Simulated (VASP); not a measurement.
# Cu in VASP: further runs

Runs on Cu. Level: PBE. Tasks: single point.

Program: VASP 6.6.1. These are calculated values, not measurements. Logs are shortened: lines on timing, memory, paths and dates and some standing lists are left out, and cuts for length are marked.

## (1) The cell of the first run

The cell holds a slab with vacuum, 3 atoms: a = 2.556 Å, b = 2.556 Å, c = 10.174 Å, α = 90.00°, β = 90.00°, γ = 60.00°.

## (2) Single point, PBE

The input, INCAR:

```
SYSTEM = Cu
PREC     = Accurate       ! precision mode
ENCUT    = 520            ! plane-wave cutoff, eV
EDIFF    = 1E-6           ! SCF threshold, eV
ISMEAR   = -1             ! smearing method
SIGMA    = 0.1            ! smearing width, eV
LREAL    = .FALSE.        ! projectors in reciprocal space
LASPH    = .TRUE.         ! aspherical terms in the spheres
NELM     = 100            ! most SCF steps
ALGO     = Normal         ! electronic algorithm
ISIF     = 2              ! what is computed and relaxed
LWAVE    = .FALSE.        ! write WAVECAR
LCHARG   = .TRUE.         ! write CHGCAR
LDIPOL   = .TRUE.       
IDIPOL   = 3            
DIPOL    = 0.5 0.5 0.500
GGA      = PE             ! functional
LELF     = .TRUE.         ! ELF
LVHAR    = .TRUE.       
LVACPOTAV= .TRUE.       
NBANDS   = 24             ! bands
```

The input, KPOINTS:

```
Automatic mesh
0
G
  8 8 1
  0 0 0
```

The input, POSCAR:

```
Cu
1.0
    2.5561910140      0.0000000000      0.0000000000
    1.2780955070      2.2137263550      0.0000000000
    0.0000000000      0.0000000000     10.1742424462
Cu
3
Direct
    0.0000000000      0.0000000000      0.2948622481
    0.3333333333      0.3333333333      0.5000000000
    0.6666666667      0.6666666667      0.7051377519
```

Potentials or basis: VASP PAW PBE potentials, release 64 (Cu).

On the command line:

```bash
cat potpaw_PBE.64/Cu/POTCAR > POTCAR
mpirun -np 1 vasp_std > vasp.out
```

OUTCAR:

```text
SYSTEM = Cu
   PREC = Accurate
   ENCUT = 520
   EDIFF = 1E-6
   ISMEAR = -1
   LREAL = .FALSE.
   LASPH = .TRUE.
   NELM = 100
   ISIF = 2
   GGA = PE

 ion  position               nearest neighbor table
   1  0.000  0.000  0.295-   2 2.56   2 2.56   2 2.56
   2  0.333  0.333  0.500-   3 2.56   1 2.56   3 2.56   1 2.56   1 2.56   3 2.56
   3  0.667  0.667  0.705-   2 2.56   2 2.56   2 2.56

  LATTYP: Found a hexagonal cell.
 ALAT       =     2.5561910140
 C/A-ratio  =     3.9802355891

  Lattice vectors:

 A1 = (  -1.2780955070,  -2.2137263550,   0.0000000000)
 A2 = (   2.5561910140,   0.0000000000,   0.0000000000)
 A3 = (   0.0000000000,   0.0000000000,  10.1742424462)

Analysis of symmetry for initial positions (statically):
=====================================================================
 Subroutine PRICEL returns:
 Original cell was already a primitive cell.

 Routine SETGRP: Setting up the symmetry group for a
 hexagonal supercell.

 Subroutine GETGRP returns: Found 12 space group operations
 (whereof  6 operations were pure point group operations)
 out of a pool of 24 trial point group operations.

The static configuration has the point symmetry C_3v.
 The point group associated with its full space group is D_3d.

Analysis of symmetry for dynamics (positions and initial velocities):
=====================================================================
 Subroutine PRICEL returns:
 Original cell was already a primitive cell.

 Routine SETGRP: Setting up the symmetry group for a
 hexagonal supercell.

 Subroutine GETGRP returns: Found 12 space group operations
 (whereof  6 operations were pure point group operations)
 out of a pool of 24 trial point group operations.

The dynamic configuration has the point symmetry C_3v.
 The point group associated with its full space group is D_3d.

 Subroutine INISYM returns: Found 12 space group operations
 (whereof  6 operations are pure point group operations),
 and found     1 'primitive' translations

----------------------------------------------------------------------------------------

                                     Primitive cell

  volume of cell :      57.5731

  direct lattice vectors                    reciprocal lattice vectors
     2.556191014  0.000000000  0.000000000     0.391207071 -0.225863508  0.000000000
     1.278095507  2.213726355  0.000000000     0.000000000  0.451727016  0.000000000
     0.000000000  0.000000000 10.174242446     0.000000000  0.000000000  0.098287416

  length of vectors
     2.556191014  2.556191014 10.174242446     0.451727016  0.451727016  0.098287416
[... 70 lines left out ...]
   EDIFFG = 0.1E-04   stopping-criterion for IOM
   NSW    =      0    number of steps for IOM
   IBRION =     -1    ionic relax: 0-MD 1-quasi-New 2-CG
   NFREE  =      0    steps in history (QN), initial steepest desc. (CG)
   ISIF   =      2    stress and relaxation
   ISYM   =      2    0-nonsym 1-usesym 2-fastsym
   POTIM  = 0.5000    time-step for ionic-motion
   TEBEG  =    0.0;   TEEND  =   0.0 temperature during run
   PSTRESS=    0.0 pullay stress
   NELECT =      33.0000    total number of electrons
   NUPDOWN=      -1.0000    fix difference up-down
   EMIN   =  10.00;   EMAX   =-10.00  energy-range for DOS
   EFERMI =   0.00;   METHOD = LEGACY
   ISMEAR =    -1;   SIGMA  =   0.10  broadening in eV -4-tet -1-fermi 0-gaus
   EFERMI_NEDOS =   21; number of points for ismear=-14 and -15
   IALGO  =     38    algorithm
   IMIX   =      4    mixing-type and parameters
     AMIX     =   0.40;   BMIX     =  1.00
     AMIX_MAG =   1.60;   BMIX_MAG =  1.00
  volume/ion in A,a.u.               =      19.19       129.51
  Fermi-wavevector in a.u.,A,eV,Ry     =   1.359898  2.569835 25.161565  1.849323
  Thomas-Fermi vector in A             =   2.486607
   LORBIT       =      0    0 simple, 1 ext, 2 COOP (PROOUT), +10 PAW based schemes
   GGA     = PE    functional components
   LHFCALC =     F    Hartree Fock is set to
   AEXX    =    0.0000 exact exchange contribution
   IVDW    =     0    specifies the selected vdW correction
   LEPSILON=     F    determine dielectric tensor
   LRPA    =     F    only Hartree local field effects (RPA)
 non-spin polarized calculation
  energy-cutoff  :      520.00
  volume of cell :       57.57
 maximum number of plane-waves:      1573
   NGX =  9   NGY =  9   NGZ = 37

 dipolmoment           0.000000      0.000000      0.000000 electrons x Angstroem

 number of electron      32.9999989 magnetization

 dipolmoment           0.000000      0.000000     -0.000001 electrons x Angstroem

 Free energy of the ion-electron system (eV)
  ---------------------------------------------------
  ext. energy  EPLUGINS =         0.00000000
  ---------------------------------------------------
  free energy    TOTEN  =       -10.27669809 eV

  energy without entropy =      -10.21351147  energy(sigma->0) =      -10.24510478

 E-fermi :   2.9126     XC(G=0):  -9.1651

 val. band max:        2.9097343231   @ k =   0.5000   0.1250   0.0000
 cond. band min:       2.9208646453   @ k =   0.5000   0.2500   0.0000
 fundamental gap:      0.0111303222
 Fermi energy:         2.9125598590

 k-point     1 :       0.0000    0.0000    0.0000
  band No.  band energies     occupation
      1      -5.6757      2.00000
      2      -3.7086      2.00000
      3      -2.2309      2.00000
      4      -0.0729      2.00000
      5      -0.0267      2.00000
      6      -0.0267      2.00000
[... 259 lines left out ...]
     23      11.4250      0.00000
     24      13.4968      0.00000

------------------------ aborting loop because EDIFF is reached ----------------------------------------

  FORCE on cell =-STRESS in cart. coord.  units (eV):
  Direction    XX          YY          ZZ          XY          YZ          ZX
  --------------------------------------------------------------------------------------
  -------------------------------------------------------------------------------------
  Total       -0.6995506     -0.6995506     -0.1744056      0.0000000      0.0000000      0.0000000
  in kB      -19.4675094    -19.4675094     -4.8534635      0.0000000      0.0000000      0.0000000
  external PRESSURE =     -14.5961608 kB  Pullay stress =       0.0000000 kB

 VOLUME and BASIS-vectors are now :
 -----------------------------------------------------------------------------
  energy-cutoff  :      520.00
  volume of cell :       57.57
      direct lattice vectors                 reciprocal lattice vectors
     2.556191014  0.000000000  0.000000000     0.391207071 -0.225863508  0.000000000
     1.278095507  2.213726355  0.000000000     0.000000000  0.451727016  0.000000000
     0.000000000  0.000000000 10.174242446     0.000000000  0.000000000  0.098287416

 POSITION                                       TOTAL-FORCE (eV/Angst)
 -----------------------------------------------------------------------------------
      0.00000      0.00000      3.00000         0.000000      0.000000      0.000032
      1.27810      0.73791      5.08712        -0.000000     -0.000000     -0.000000
      2.55619      1.47582      7.17424        -0.000000     -0.000000     -0.000032
 -----------------------------------------------------------------------------------
    total drift:                               -0.000000     -0.000000     -0.000217

  FREE ENERGIE OF THE ION-ELECTRON SYSTEM (eV)
  ---------------------------------------------------
  free  energy   TOTEN  =       -10.2766980870 eV

  energy  without entropy=      -10.2135114673  energy(sigma->0) =      -10.24510478
```

stdout:

```text
POSCAR found type information on POSCAR Cu
 POSCAR found :  1 types and       3 ions
 scaLAPACK will be used
 LDA part: xc-table for (Slater+PW92), standard interpolation
 POSCAR, INCAR and KPOINTS ok, starting setup
 FFT: planning ... GRIDC
[... 44 lines left out ...]
|           W    W  A    A  R    R  N    N  II  N    N   GGGG   !!!           |
|                                                                             |
|     Did not find any points to average over, which means that no vacuum     |
|     field-free region was found. Please increase the size of  your cell     |
|     in the dimension of the dipole correction to obtain accurate            |
|     workfunction values.                                                    |
|                                                                             |
 -----------------------------------------------------------------------------
```

Wall time 21 s (1 thread of Intel Xeon 6975P-C, shared host); peak memory 0.17 GiB.

Results:

```yaml
Free_energy: -10.2767 eV
```

## (3) Single point, PBE

This run uses another cell than the first one, of 22.96 Å³/atom, 1.197 times its volume.

The input, INCAR:

```
ALGO = Normal ; DIPOL = 0.5 0.5 0.500
EDIFF = 1E-6 ; ENCUT = 520
GGA = PE ; IDIPOL = 3
ISIF = 2 ; ISMEAR = -1
LASPH = T ; LCHARG = F
LDIPOL = T ; LREAL = F
LWAVE = F ; NBANDS = 24
NELM = 80 ; PREC = Accurate
SIGMA = 0.1
```

The input, KPOINTS:

```
k-points
0
Gamma
  8 8 1
```

The input, POSCAR:

```
Cu
1.0
    2.5561910140      0.0000000000      0.0000000000
    1.2780955070      2.2137263550      0.0000000000
    0.0000000000      0.0000000000     12.1742424462
Cu
3
Direct
    0.0000000000      0.0000000000      0.3285625383
    0.3333333333      0.3333333333      0.5000000000
    0.6666666667      0.6666666667      0.6714374617
```

Potentials or basis: VASP PAW PBE potentials, release 64 (Cu).

On the command line:

```bash
cat potpaw_PBE.64/Cu/POTCAR > POTCAR
mpirun -np 1 vasp_std > vasp.out
```

Wall time 24 s (1 thread of Intel Xeon 6975P-C, shared host); peak memory 0.18 GiB.

It converged, with:

- Free energy: -10.2628 eV
- Largest force: 0.022 eV/Å

Forces on the atoms (eV/Å):
```
Cu   0.000  0.000  0.022
Cu   0.000  0.000  0.000
Cu   0.000  0.000 -0.022
```

Levels at points of the mesh, in eV from the Fermi level:
| k point | band 15 | band 16 | band 17 | band 18 | band 19 | band 20 |
| --- | --- | --- | --- | --- | --- | --- |
| (0.00, 0.00, 0.00) | -1.83 | -1.61 | -1.61 | -1.53 | -0.04 | 3.94 |
| (0.50, 0.00, 0.00) | -1.37 | 0.06 | 1.17 | 1.59 | 4.50 | 5.66 |

## (4) Single point, PBE

This run uses another cell than the first one, of 26.74 Å³/atom, 1.393 times its volume.

The input, INCAR:

```
SYSTEM = Cu
PREC = Accurate
ENCUT = 520
EDIFF = 1E-6
ISMEAR = -1
SIGMA = 0.1
LREAL = .FALSE.
LASPH = .TRUE.
NELM = 80
ALGO = Normal
ISIF = 2
LWAVE = .FALSE.
LCHARG = .FALSE.
LDIPOL = .TRUE.
IDIPOL = 3
DIPOL = 0.5 0.5 0.500
GGA = PE
NBANDS = 24
```

The input, KPOINTS:

```
Automatic mesh
0
G
  8 8 1
  0 0 0
```

The input, POSCAR:

```
Cu
1.0
    2.5561910140      0.0000000000      0.0000000000
    1.2780955070      2.2137263550      0.0000000000
    0.0000000000      0.0000000000     14.1742424462
Cu
3
Direct
    0.0000000000      0.0000000000      0.3527525382
    0.3333333333      0.3333333333      0.5000000000
    0.6666666667      0.6666666667      0.6472474618
```

On the command line:

```bash
cat potpaw_PBE.64/Cu/POTCAR > POTCAR
mpirun -np 1 vasp_std > vasp.out
```

Wall time 30 s (1 thread of Intel Xeon 6975P-C, shared host); peak memory 0.19 GiB.

The run converged. Its results:

```yaml
Free_energy: -10.2618 eV
Largest_force: 0.023 eV/Å
```

Forces in eV/Å, atoms in the order of the input:
```
Cu   0.000  0.000  0.023
Cu   0.000  0.000  0.000
Cu   0.000  0.000 -0.023
```

Levels at points of the mesh, in eV from the Fermi level:
```
           k point  band 14  band 15  band 16  band 17  band 18  band 19  band 20  band 21
(0.00, 0.00, 0.00)    -1.83    -1.83    -1.61    -1.61    -1.52    -0.07     3.98     5.66
(0.50, 0.00, 0.00)    -1.38    -1.37     0.06     1.17     1.59     4.50     5.66     6.46
```

## (5) Single point, PBE

This run uses another cell than the first one, of 32.39 Å³/atom, 1.688 times its volume.

The input, INCAR:

```
PREC = Accurate
ENCUT = 520
EDIFF = 1E-6
ISMEAR = -1
SIGMA = 0.1
LREAL = F
LASPH = T
NELM = 80
ALGO = Normal
ISIF = 2
LWAVE = F
LCHARG = F
LDIPOL = T
IDIPOL = 3
DIPOL = 0.5 0.5 0.500
GGA = PE
NBANDS = 24
```

The input, KPOINTS:

```
Automatic mesh
0
Gamma
  8 8 1
```

The input, POSCAR:

```
Cu
1.0
    2.5561910140      0.0000000000      0.0000000000
    1.2780955070      2.2137263550      0.0000000000
    0.0000000000      0.0000000000     17.1742424462
Cu
3
Direct
    0.0000000000      0.0000000000      0.3784737534
    0.3333333333      0.3333333333      0.5000000000
    0.6666666667      0.6666666667      0.6215262466
```

On the command line:

```bash
cat potpaw_PBE.64/Cu/POTCAR > POTCAR
mpirun -np 1 vasp_std > vasp.out
```

It took 41 s on 1 thread of Intel Xeon 6975P-C, shared host; peak memory 0.21 GiB.

Results (log left out):

* Free energy: -10.2623 eV
* Largest force: 0.024 eV/Å

Forces on the atoms (eV/Å):
```
Cu   0.000  0.000  0.024
Cu   0.000  0.000  0.000
Cu   0.000  0.000 -0.024
```

Levels at points of the mesh, in eV from the Fermi level:
| k point | band 14 | band 15 | band 16 | band 17 | band 18 | band 19 | band 20 | band 21 |
| --- | --- | --- | --- | --- | --- | --- | --- | --- |
| (0.00, 0.00, 0.00) | -1.83 | -1.83 | -1.61 | -1.61 | -1.52 | -0.07 | 4.13 | 4.94 |
| (0.50, 0.00, 0.00) | -1.38 | -1.37 | 0.06 | 1.17 | 1.59 | 4.50 | 5.66 | 6.46 |

## (6) Single point, PBE

This run uses another cell than the first one, of 38.05 Å³/atom, 1.983 times its volume.

The input, INCAR:

```
ALGO = Normal
DIPOL = 0.5 0.5 0.500
EDIFF = 1E-6
ENCUT = 520
GGA = PE
IDIPOL = 3
ISIF = 2
ISMEAR = -1
LASPH = True
LCHARG = False
LDIPOL = True
LREAL = False
LWAVE = False
NBANDS = 24
NELM = 100
PREC = Accurate
SIGMA = 0.1
```

The input, KPOINTS:

```
k-points
0
Gamma
  8 8 1
```

The input, POSCAR:

```
Cu
1.0
    2.5561910140      0.0000000000      0.0000000000
    1.2780955070      2.2137263550      0.0000000000
    0.0000000000      0.0000000000     20.1742424462
Cu
3
Direct
    0.0000000000      0.0000000000      0.3965452493
    0.3333333333      0.3333333333      0.5000000000
    0.6666666667      0.6666666667      0.6034547507
```

Potentials or basis: VASP PAW PBE potentials, release 64 (Cu).

On the command line:

```bash
cat potpaw_PBE.64/Cu/POTCAR > POTCAR
mpirun -np 1 vasp_std > vasp.out
```

OUTCAR:

```text
EDIFF = 1E-6
   ENCUT = 520
   GGA = PE
   ISIF = 2
   ISMEAR = -1
   LASPH = True
   LREAL = False
   NELM = 100
   PREC = Accurate

 ion  position               nearest neighbor table
   1  0.000  0.000  0.397-   2 2.56   2 2.56   2 2.56
   2  0.333  0.333  0.500-   3 2.56   1 2.56   3 2.56   1 2.56   1 2.56   3 2.56
   3  0.667  0.667  0.603-   2 2.56   2 2.56   2 2.56

  LATTYP: Found a hexagonal cell.
 ALAT       =     2.5561910140
 C/A-ratio  =     7.8923063011

  Lattice vectors:

 A1 = (  -1.2780955070,  -2.2137263550,   0.0000000000)
 A2 = (   2.5561910140,   0.0000000000,   0.0000000000)
 A3 = (   0.0000000000,   0.0000000000,  20.1742424462)

Analysis of symmetry for initial positions (statically):
=====================================================================
 Subroutine PRICEL returns:
 Original cell was already a primitive cell.

 Routine SETGRP: Setting up the symmetry group for a
 hexagonal supercell.

 Subroutine GETGRP returns: Found 12 space group operations
 (whereof  6 operations were pure point group operations)
 out of a pool of 24 trial point group operations.

[... 154 lines left out ...]
 val. band max:       -0.8952361824   @ k =   0.5000   0.1250   0.0000
 cond. band min:      -0.8837620646   @ k =   0.5000   0.2500   0.0000
 fundamental gap:      0.0114741178
 Fermi energy:        -0.8845032967

 k-point     1 :       0.0000    0.0000    0.0000
  band No.  band energies     occupation
      1      -9.4767      2.00000
      2      -7.5199      2.00000
      3      -6.0335      2.00000
      4      -3.8822      2.00000
      5      -3.8296      2.00000
      6      -3.8296      2.00000
[... 259 lines left out ...]
     23       7.6027      0.00000
     24       9.4905      0.00000

------------------------ aborting loop because EDIFF is reached ----------------------------------------

 vacuum level on the upper side and lower side of the slab       (xc-potential included)        -0.147        -0.147

  FORCE on cell =-STRESS in cart. coord.  units (eV):
  Direction    XX          YY          ZZ          XY          YZ          ZX
  --------------------------------------------------------------------------------------
  -------------------------------------------------------------------------------------
  Total       -0.7694542     -0.7694542     -0.1224167      0.0000000      0.0000000      0.0000000
  in kB      -10.7988843    -10.7988843     -1.7180539      0.0000000      0.0000000      0.0000000
  external PRESSURE =      -7.7719408 kB  Pullay stress =       0.0000000 kB

 VOLUME and BASIS-vectors are now :
 -----------------------------------------------------------------------------
  energy-cutoff  :      520.00
  volume of cell :      114.16
      direct lattice vectors                 reciprocal lattice vectors
     2.556191014  0.000000000  0.000000000     0.391207071 -0.225863508  0.000000000
     1.278095507  2.213726355  0.000000000     0.000000000  0.451727016  0.000000000
     0.000000000  0.000000000 20.174242446     0.000000000  0.000000000  0.049568156

 POSITION                                       TOTAL-FORCE (eV/Angst)
 -----------------------------------------------------------------------------------
      0.00000      0.00000      8.00000         0.000000      0.000000      0.023485
      1.27810      0.73791     10.08712         0.000000     -0.000000      0.000000
      2.55619      1.47582     12.17424        -0.000000     -0.000000     -0.023485
 -----------------------------------------------------------------------------------
    total drift:                                0.000000      0.000000     -0.000325

  FREE ENERGIE OF THE ION-ELECTRON SYSTEM (eV)
  ---------------------------------------------------
  free  energy   TOTEN  =       -10.2627659639 eV

  energy  without entropy=      -10.1990311415  energy(sigma->0) =      -10.23089855

 vacuum level on the upper side and lower side of the slab         3.795         3.795
```

stdout:

```text
POSCAR found type information on POSCAR Cu
 POSCAR found :  1 types and       3 ions
 scaLAPACK will be used
 LDA part: xc-table for (Slater+PW92), standard interpolation
 POSCAR, INCAR and KPOINTS ok, starting setup
 FFT: planning ... GRIDC
 FFT: planning ... GRID_SOFT
 FFT: planning ... GRID
 WAVECAR not read
 entering main loop
```

Run time: 51 s. Hardware: 1 thread of Intel Xeon 6975P-C, shared host; peak memory 0.23 GiB.

What came out:

```
Free energy   : -10.2628 eV
Largest force : 0.023 eV/Å
```

Forces in eV/Å, atoms in the order of the input:
```
Cu   0.000  0.000  0.023
Cu   0.000  0.000  0.000
Cu   0.000  0.000 -0.023
```

Levels at points of the mesh, in eV from the Fermi level:
| k point | band 14 | band 15 | band 16 | band 17 | band 18 | band 19 | band 20 | band 21 |
| --- | --- | --- | --- | --- | --- | --- | --- | --- |
| (0.00, 0.00, 0.00) | -1.83 | -1.83 | -1.61 | -1.61 | -1.52 | -0.07 | 4.20 | 4.72 |
| (0.50, 0.00, 0.00) | -1.38 | -1.37 | 0.06 | 1.17 | 1.59 | 4.50 | 5.66 | 6.46 |

## (7) Summary

```csv
cell,gap on the mesh (eV),largest force (eV/Å)
"a = 2.556, b = 2.556, c = 10.174 Å, angles 90.0, 90.0, 60.0°, 3 atoms",none,-
"a = 2.556, b = 2.556, c = 12.174 Å, angles 90.0, 90.0, 60.0°, 3 atoms",none,0.02
"a = 2.556, b = 2.556, c = 14.174 Å, angles 90.0, 90.0, 60.0°, 3 atoms",none,0.02
"a = 2.556, b = 2.556, c = 17.174 Å, angles 90.0, 90.0, 60.0°, 3 atoms",none,0.02
"a = 2.556, b = 2.556, c = 20.174 Å, angles 90.0, 90.0, 60.0°, 3 atoms",none,0.02
```

Alike in all rows: task single point; level PBE; potentials or basis VASP PAW PBE potentials, release 64 (Cu); no spin polarisation; k mesh 8 × 8 × 1; cutoff (eV) 520; smearing fermi-dirac 0.1 eV.

Total energies depend on the potentials used, so only differences within one code and one set of settings carry meaning.
